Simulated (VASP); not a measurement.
# SiO2 (P4_2/mnm) in VASP: notebook, part 2 of 2

VASP 6.6.1.

**4. Relaxation of shape and atoms at fixed volume, PBE (7.32 Å³/atom)**

This run uses another cell than the first one, of 7.32 Å³/atom.

Input file INCAR:

```
SYSTEM = SiO2
PREC = Accurate ; ENCUT = 600
EDIFF = 1E-6 ; ISMEAR = 0
SIGMA = 0.02 ; LREAL = .FALSE.
LASPH = .TRUE. ; NELM = 60
ALGO = Normal ; ISIF = 4
LWAVE = .FALSE. ; LCHARG = .FALSE.
GGA = PE ; IBRION = 2
NSW = 50 ; EDIFFG = -0.01
```

Input file KPOINTS:

```
Automatic mesh
0
G
  6 6 8
  0 0 0
```

Input file POSCAR:

```
SiO2
1.0
    4.0878453211      0.0000000000      0.0000000000
    0.0000000000      4.0878453211      0.0000000000
    0.0000000000      0.0000000000      2.6290648629
Si O
2 4
Direct
    0.0000000000      0.0000000000      0.0000000000
    0.5000000000      0.5000000000      0.5000000000
    0.3045164451      0.3045164451      0.0000000000
    0.1954835549      0.8045164451      0.5000000000
    0.6954835549      0.6954835549      0.0000000000
    0.8045164451      0.1954835549      0.5000000000
```

Potentials or basis: VASP PAW PBE potentials, release 64 (Si, O).

Command:

```bash
$ cat potpaw_PBE.64/Si/POTCAR potpaw_PBE.64/O/POTCAR > POTCAR
$ mpirun -np 1 vasp_std > vasp.out
```

OUTCAR:

```text
SYSTEM = SiO2
   PREC = Accurate
   ENCUT = 600
   EDIFF = 1E-6
   ISMEAR = 0
   LREAL = .FALSE.
   LASPH = .TRUE.
   NELM = 60
   ISIF = 4
   GGA = PE
   IBRION = 2
   NSW = 50
   EDIFFG = -0.01

 ion  position               nearest neighbor table
   1  0.000  0.000  0.000-   4 1.73   6 1.73   4 1.73   6 1.73   5 1.76   3 1.76
   2  0.500  0.500  0.500-   3 1.73   5 1.73   3 1.73   5 1.73   4 1.76   6 1.76
   3  0.305  0.305  0.000-   2 1.73   2 1.73   1 1.76
   4  0.195  0.805  0.500-   1 1.73   1 1.73   2 1.76
   5  0.695  0.695  0.000-   2 1.73   2 1.73   1 1.76
   6  0.805  0.195  0.500-   1 1.73   1 1.73   2 1.76

  LATTYP: Found a simple tetragonal cell.
 ALAT       =     4.0878453211
 C/A-ratio  =     0.6431419627

  Lattice vectors:

 A1 = (   4.0878453211,   0.0000000000,   0.0000000000)
 A2 = (   0.0000000000,   4.0878453211,   0.0000000000)
 A3 = (   0.0000000000,   0.0000000000,   2.6290648629)

Analysis of symmetry for initial positions (statically):
=====================================================================
 Subroutine PRICEL returns:
 Original cell was already a primitive cell.

 Routine SETGRP: Setting up the symmetry group for a
 simple tetragonal supercell.

 Subroutine GETGRP returns: Found 16 space group operations
 (whereof  8 operations were pure point group operations)
 out of a pool of 16 trial point group operations.

The static configuration has the point symmetry D_2h.
 The point group associated with its full space group is D_4h.

Analysis of symmetry for dynamics (positions and initial velocities):
=====================================================================
 Subroutine PRICEL returns:
 Original cell was already a primitive cell.

 Routine SETGRP: Setting up the symmetry group for a
 simple tetragonal supercell.

 Subroutine GETGRP returns: Found 16 space group operations
 (whereof  8 operations were pure point group operations)
[... 138 lines left out ...]
   AEXX    =    0.0000 exact exchange contribution
   IVDW    =     0    specifies the selected vdW correction
   LEPSILON=     F    determine dielectric tensor
   LRPA    =     F    only Hartree local field effects (RPA)
 conjugate gradient relaxation of ions
 non-spin polarized calculation
 Gauss-broadening in eV      SIGMA  =   0.02
  energy-cutoff  :      600.00
  volume of cell :       43.93
 maximum number of plane-waves:      1490
 NGX is ok and might be reduce to    36
   NGX = 17   NGY = 17   NGZ = 11

--------------------------------------- Ionic step        1  -------------------------------------------

 number of electron      31.9999997 magnetization

 Free energy of the ion-electron system (eV)
  ---------------------------------------------------
  ext. energy  EPLUGINS =         0.00000000
  ---------------------------------------------------
  free energy    TOTEN  =       -45.93074199 eV

  energy without entropy =      -45.93074199  energy(sigma->0) =      -45.93074199

------------------------ aborting loop because EDIFF is reached ----------------------------------------

  FORCE on cell =-STRESS in cart. coord.  units (eV):
  Direction    XX          YY          ZZ          XY          YZ          ZX
  --------------------------------------------------------------------------------------
  -------------------------------------------------------------------------------------
  Total        8.4888785      8.4888785      9.2642153     -0.0000000      0.0000000      0.0000000
  in kB      309.5784270    309.5784270    337.8539599     -0.0000000      0.0000000      0.0000000
  external PRESSURE =     319.0036046 kB  Pullay stress =       0.0000000 kB
[... 107 lines left out ...]
--------------------------------------- Ionic step        4  -------------------------------------------

 number of electron      31.9999999 magnetization

 Free energy of the ion-electron system (eV)
  ---------------------------------------------------
  ext. energy  EPLUGINS =         0.00000000
  ---------------------------------------------------
  free energy    TOTEN  =       -45.93474159 eV

  energy without entropy =      -45.93474159  energy(sigma->0) =      -45.93474159

 E-fermi :   9.3114     XC(G=0): -12.5876

 val. band max:        9.1148290028   @ k =   0.0000   0.0000   0.0000
 cond. band min:      15.6563740983   @ k =   0.0000   0.0000   0.0000
 fundamental gap:      6.5415450955
 Fermi energy:         9.3114372926

 k-point     1 :       0.0000    0.0000    0.0000
  band No.  band energies     occupation
      1     -14.0892      2.00000
      2     -10.1676      2.00000
      3     -10.1676      2.00000
      4      -9.7292      2.00000
      5      -2.3009      2.00000
      6       2.2964      2.00000
[... 541 lines left out ...]
     19      20.2043      0.00000
     20      20.2043      0.00000

 [... further k-points ...]

------------------------ aborting loop because EDIFF is reached ----------------------------------------

  FORCE on cell =-STRESS in cart. coord.  units (eV):
  Direction    XX          YY          ZZ          XY          YZ          ZX
  --------------------------------------------------------------------------------------
  -------------------------------------------------------------------------------------
  Total        8.5592301      8.5592301      8.4777373      0.0000000      0.0000000      0.0000000
  in kB      312.1440606    312.1440606    309.1721240      0.0000000      0.0000000      0.0000000
  external PRESSURE =     311.1534151 kB  Pullay stress =       0.0000000 kB
[... 21 lines left out ...]
  FREE ENERGIE OF THE ION-ELECTRON SYSTEM (eV)
  ---------------------------------------------------
  free  energy   TOTEN  =       -45.9347415899 eV

  energy  without entropy=      -45.9347415899  energy(sigma->0) =      -45.93474159

 reached required accuracy - stopping structural energy minimisation
```

It took 4 min on 1 thread of Intel Xeon 8259CL, shared host; peak memory 0.2 GiB.

Results:

* Free energy: -45.9347 eV
* Energy gained by relaxing: 0.7 meV/atom
* Ionic steps: 4
* Pressure after relaxing: 31.1 GPa
* Largest force after relaxing: 0.009 eV/Å
* Band gap on the k mesh: 6.54 eV

Forces on the atoms (eV/Å):
```
Si   0.000  0.000  0.000
Si   0.000  0.000  0.000
O   -0.006 -0.006  0.000
O    0.006 -0.006  0.000
O    0.006  0.006  0.000
O   -0.006  0.006  0.000
```

Step by step:
| step | energy change (eV) | largest force (eV/Å) | pressure (GPa) | volume (Å³) |
| --- | --- | --- | --- | --- |
| 1 | 0.0000 | 0.2175 | 31.90 | 43.93 |
| 2 | -0.0023 | 0.1812 | 30.73 | 43.93 |
| 3 | -0.0038 | 0.0279 | 31.14 | 43.93 |
| 4 | -0.0040 | 0.0085 | 31.12 | 43.93 |

Final structure:
```xyz
6
Lattice="4.0793 0.0000 0.0000 0.0000 4.0793 0.0000 0.0000 0.0000 2.6401" Properties=species:S:1:pos:R:3 pbc="T T T"
Si    0.0000    0.0000    0.0000
Si    2.0396    2.0396    1.3200
O     1.2382    1.2382    2.6401
O     0.8014    3.2779    1.3200
O     2.8411    2.8411    0.0000
O     3.2779    0.8014    1.3200
```

**5. Relaxation of shape and atoms at fixed volume, PBE (7.56 Å³/atom)**

This run uses another cell than the first one, of 7.56 Å³/atom.

Input file INCAR:

```
SYSTEM = SiO2
PREC     = Accurate       ! precision mode
ENCUT    = 600            ! plane-wave cutoff, eV
EDIFF    = 1E-6           ! SCF threshold, eV
ISMEAR   = 0              ! smearing method
SIGMA    = 0.02           ! smearing width, eV
LREAL    = .FALSE.        ! projectors in reciprocal space
LASPH    = .TRUE.         ! aspherical terms in the spheres
NELM     = 100            ! most SCF steps
ALGO     = Normal         ! electronic algorithm
ISIF     = 4              ! what is computed and relaxed
LWAVE    = .FALSE.        ! write WAVECAR
LCHARG   = .FALSE.        ! write CHGCAR
GGA      = PE             ! functional
IBRION   = 2              ! ionic algorithm
NSW      = 50             ! ionic steps
EDIFFG   = -0.01          ! ionic threshold
```

Input file KPOINTS:

```
regular mesh
0
G
  6 6 8
  0 0 0
```

Input file POSCAR:

```
SiO2
1.0
    4.1400039174      0.0000000000      0.0000000000
    0.0000000000      4.1400039174      0.0000000000
    0.0000000000      0.0000000000      2.6477389646
Si O
2 4
Direct
    0.0000000000      0.0000000000      0.0000000000
    0.5000000000      0.5000000000      0.5000000000
    0.3056429848      0.3056429848      0.0000000000
    0.1943570152      0.8056429848      0.5000000000
    0.6943570152      0.6943570152      0.0000000000
    0.8056429848      0.1943570152      0.5000000000
```

Command:

```bash
$ cat potpaw_PBE.64/Si/POTCAR potpaw_PBE.64/O/POTCAR > POTCAR
$ mpirun -np 1 vasp_std > vasp.out
```

Wall time 5.1 min (1 thread of Intel Xeon 8259CL, shared host); peak memory 0.2 GiB.

The run converged. Its results:

```yaml
Free_energy: -46.1648 eV
Energy_gained_by_relaxing: 0.9 meV/atom
Ionic_steps: 5
Pressure_after_relaxing: 18.7 GPa
Band_gap_on_the_k_mesh: 5.98 eV
```

Step by step:
```tsv
step	energy change (eV)	largest force (eV/Å)	pressure (GPa)	volume (Å³)
1	0.0000	0.2277	19.66	45.38
2	-0.0040	0.1412	18.34	45.38
3	-0.0048	0.0330	18.69	45.38
4	-0.0051	0.0111	18.65	45.38
5	-0.0051	0.0008	18.66	45.38
```

Final structure:
```cif
data_structure
_symmetry_space_group_name_H-M 'P 1'
_symmetry_Int_Tables_number 1
_cell_length_a 4.1304
_cell_length_b 4.1304
_cell_length_c 2.6601
_cell_angle_alpha 90.000
_cell_angle_beta 90.000
_cell_angle_gamma 90.000
_cell_volume 45.38
loop_
_atom_site_label
_atom_site_type_symbol
_atom_site_fract_x
_atom_site_fract_y
_atom_site_fract_z
_atom_site_occupancy
Si1 Si 0.00000 0.00000 0.00000 1
Si2 Si 0.50000 0.50000 0.50000 1
O1 O 0.30444 0.30444 0.00000 1
O2 O 0.19556 0.80444 0.50000 1
O3 O 0.69556 0.69556 0.00000 1
O4 O 0.80444 0.19556 0.50000 1
```

Levels at points of the mesh, in eV from the valence-band top:
| k point | band 14 | band 15 | band 16 | band 17 | band 18 | band 19 |
| --- | --- | --- | --- | --- | --- | --- |
| (0.00, 0.00, 0.00) | -0.91 | -0.91 | 0.00 | 5.98 | 6.70 | 8.56 |
| (0.50, 0.00, 0.00) | -2.75 | -1.08 | -1.08 | 8.00 | 8.00 | 9.16 |
| (0.50, 0.50, 0.00) | -2.83 | -2.35 | -2.35 | 7.69 | 7.69 | 10.23 |
| (0.00, 0.00, 0.50) | -3.26 | -2.76 | -2.76 | 9.43 | 9.43 | 12.86 |
| (0.50, 0.00, 0.50) | -2.33 | -1.83 | -1.83 | 9.01 | 9.01 | 10.22 |
| (0.50, 0.50, 0.50) | -1.75 | -1.63 | -1.63 | 7.41 | 7.41 | 11.32 |

**6. Relaxation of shape and atoms at fixed volume, PBE (7.80 Å³/atom)**

This run uses another cell than the first one, of 7.80 Å³/atom.

Input file INCAR:

```
PREC = Accurate ; ENCUT = 600
EDIFF = 1E-7 ; ISMEAR = 0
SIGMA = 0.02 ; LREAL = False
LASPH = True ; NELM = 80
ALGO = Normal ; ISIF = 4
LWAVE = False ; LCHARG = False
GGA = PE ; IBRION = 2
NSW = 50 ; EDIFFG = -0.01
```

Input file KPOINTS:

```
Automatic mesh
0
Gamma
  6 6 8
```

Input file POSCAR:

```
SiO2
1.0
    4.1931801497      0.0000000000      0.0000000000
    0.0000000000      4.1931801497      0.0000000000
    0.0000000000      0.0000000000      2.6633822987
Si O
2 4
Direct
    0.0000000000      0.0000000000      0.0000000000
    0.5000000000      0.5000000000      0.5000000000
    0.3069734713      0.3069734713      0.0000000000
    0.1930265287      0.8069734713      0.5000000000
    0.6930265287      0.6930265287      0.0000000000
    0.8069734713      0.1930265287      0.5000000000
```

Potentials or basis: VASP PAW PBE potentials, release 64 (Si, O).

Command:

```bash
$ cat potpaw_PBE.64/Si/POTCAR potpaw_PBE.64/O/POTCAR > POTCAR
$ mpirun -np 1 vasp_std > vasp.out
```

Wall time 5.8 min (1 thread of Intel Xeon 8259CL, shared host); peak memory 0.2 GiB.

The run converged. Its results:

| Property | Result |
| --- | --- |
| Free energy | -46.2912 eV |
| Energy gained by relaxing | 1.1 meV/atom |
| Ionic steps | 5 |
| Pressure after relaxing | 8.2 GPa |
| Band gap on the k mesh | 5.47 eV |

The path:
```csv
step,energy change (eV),largest force (eV/Å),pressure (GPa),volume (Å³)
1,0.0000,0.2377,9.45,46.83
2,-0.0058,0.1014,8.03,46.83
3,-0.0061,0.0395,8.27,46.83
4,-0.0064,0.0136,8.21,46.83
5,-0.0065,0.0002,8.22,46.83
```

Final structure:
```
Si O
1.0
     4.18147    0.00000    0.00000
     0.00000    4.18147    0.00000
     0.00000    0.00000    2.67832
Si O
2 4
Direct
  0.00000 0.00000 0.00000
  0.50000 0.50000 0.50000
  0.30553 0.30553 0.00000
  0.19447 0.80553 0.50000
  0.69447 0.69447 0.00000
  0.80553 0.19447 0.50000
```

Levels at points of the mesh, in eV from the valence-band top:
```
           k point  band 13  band 14  band 15  band 16  band 17  band 18  band 19  band 20
(0.00, 0.00, 0.00)    -2.51    -0.88    -0.88     0.00     5.47     6.64     8.40     8.40
(0.50, 0.00, 0.00)    -2.69    -2.69    -1.06    -1.06     7.64     7.64     8.99     8.99
(0.50, 0.50, 0.00)    -2.69    -2.69    -2.26    -2.26     7.34     7.34     9.98     9.98
(0.00, 0.00, 0.50)    -3.07    -3.07    -2.66    -2.66     9.01     9.01    12.58    12.58
(0.50, 0.00, 0.50)    -2.27    -2.27    -1.75    -1.75     8.71     8.71     9.83     9.83
(0.50, 0.50, 0.50)    -1.73    -1.73    -1.55    -1.55     7.08     7.08    11.02    11.02
```

**7. The runs side by side**

| task | cell | cutoff (eV) | gap on the mesh (eV) | pressure (GPa) | largest force (eV/Å) |
| --- | --- | --- | --- | --- | --- |
| single point | a = 4.429, b = 4.429, c = 2.707 Å, 6 atoms, atomic positions A | 520 | 3.94 | -17.3 | 0.03 |
| relaxation of shape and atoms at fixed volume | relaxed from a = 4.036, b = 4.036, c = 2.608 Å, 6 atoms, atomic positions B | 600 | 6.82 | 45.9 | 0.01 |
| relaxation of shape and atoms at fixed volume | relaxed from a = 4.088, b = 4.088, c = 2.629 Å, 6 atoms, atomic positions B | 600 | 6.54 | 31.1 | 0.01 |
| relaxation of shape and atoms at fixed volume | relaxed from a = 4.140, b = 4.140, c = 2.648 Å, 6 atoms, atomic positions B | 600 | 5.98 | 18.7 | - |
| relaxation of shape and atoms at fixed volume | relaxed from a = 4.193, b = 4.193, c = 2.663 Å, 6 atoms, atomic positions C | 600 | 5.47 | 8.2 | - |

Alike in all rows: level PBE; potentials or basis VASP PAW PBE potentials, release 64 (Si, O); no spin polarisation; k mesh 6 × 6 × 8; smearing gaussian 0.02 eV.

Caveats: the cell stands under tension (at least some runs).

Absolute energies hang on the potentials; compare differences alone.
